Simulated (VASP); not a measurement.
Input of a VASP 6.6.1 run:

The input INCAR:

```
SYSTEM = Te
PREC = Accurate ; ENCUT = 520
EDIFF = 1E-6 ; ISMEAR = 0
SIGMA = 0.1 ; LREAL = .FALSE.
LASPH = .TRUE. ; NELM = 100
ALGO = Normal ; ISIF = 2
LWAVE = .FALSE. ; LCHARG = .FALSE.
GGA = PS ; NBANDS = 9
```

The input KPOINTS:

```
regular mesh
0
G
  15 15 15
  0 0 0
```

POSCAR

```
Te
1.0
    2.3331370730      1.3470373172      1.7616524783
   -2.3331370730      1.3470373172      1.7616524783
    0.0000000000     -2.6940746342      1.7616524783
Te
1
Direct
    0.5000000000      0.5000000000      0.5000000000
```

Potentials or basis: VASP PAW PBE potentials, release 64 (Te).

Run with:

```bash
$ cat potpaw_PBE.64/Te/POTCAR > POTCAR
$ mpirun -np 1 vasp_std > vasp.out
```

(1) Predict the pressure.

(2) Predict the band gap on the k mesh.

## Answers

(1) -3.4 GPa.

(2) zero (bands 3 and 4 overlap by 4.76 eV).

Caveat: the cell differs from its parent crystal (strained); the cell stands under tension; the PAW data sets were made with another functional, which shifts forces and pressure a little; spin-orbit coupling is left out, which moves the levels of the heavy elements.
